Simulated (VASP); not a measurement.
Wanted: the native input for a VASP 6.6.1 run.

```
Task                   : single point
Functional             : PBEsol
Potentials or basis    : VASP PAW PBE potentials, release 64 (Bi_d)
Cutoff                 : 520 eV
k mesh                 : 12 × 12 × 4
Occupations            : gaussian, width 0.15 eV
Spin                   : no spin polarisation
Dipole correction      : no
Further INCAR settings : ALGO = Fast; EDIFF = 1e-06; NBANDS = 22
```

The structure of Bi lies in POSCAR:

```
Bi
1.0
    4.4709152952      0.0000000000      0.0000000000
   -2.2354576476      3.8719262238      0.0000000000
    0.0000000000      0.0000000000     12.1838700000
Bi
2
Direct
    0.3333333333      0.6666666667      0.2500000000
    0.6666666667      0.3333333333      0.7500000000
```

This isn't the form of Bi at room conditions, which is rhombohedral.

This cell differs from its parent crystal: strain -0.015 along x and y, +0.030 along z.

One way to write it, as run:

INCAR

```
SYSTEM = Bi
PREC     = Accurate       ! precision mode
ENCUT    = 520            ! plane-wave cutoff, eV
EDIFF    = 1E-6           ! SCF threshold, eV
ISMEAR   = 0              ! smearing method
SIGMA    = 0.15           ! smearing width, eV
LREAL    = .FALSE.        ! projectors in reciprocal space
LASPH    = .TRUE.         ! aspherical terms in the spheres
NELM     = 60             ! most SCF steps
ALGO     = Fast           ! electronic algorithm
ISIF     = 2              ! what is computed and relaxed
LWAVE    = .FALSE.        ! write WAVECAR
LCHARG   = .TRUE.         ! write CHGCAR
GGA      = PS             ! functional
LELF     = .TRUE.         ! ELF
LVHAR    = .TRUE.       
NBANDS   = 22             ! bands
```

KPOINTS

```
Automatic mesh
0
G
  12 12 4
  0 0 0
```

Potentials or basis: VASP PAW PBE potentials, release 64 (Bi_d).

Run with:

```console
$ cat potpaw_PBE.64/Bi_d/POTCAR > POTCAR
$ mpirun -np 1 vasp_std > vasp.out
```

It gave:

```json
{
  "Pressure": "-3.6 GPa",
  "Band gap on the k mesh": "zero (bands 15 and 16 overlap by 2.33 eV)"
}
```

Caveat: the cell differs from its parent crystal (strain -0.015 along x and y, +0.030 along z); the cell stands under tension; the PAW data sets were made with another functional, which shifts forces and pressure a little; spin-orbit coupling is left out, which moves the levels of the heavy elements.

Wall time 2.5 min on 1 thread of AMD EPYC 9R45 96-Core Processor (Zen 5), on a shared host, peak memory 0.43 GiB.
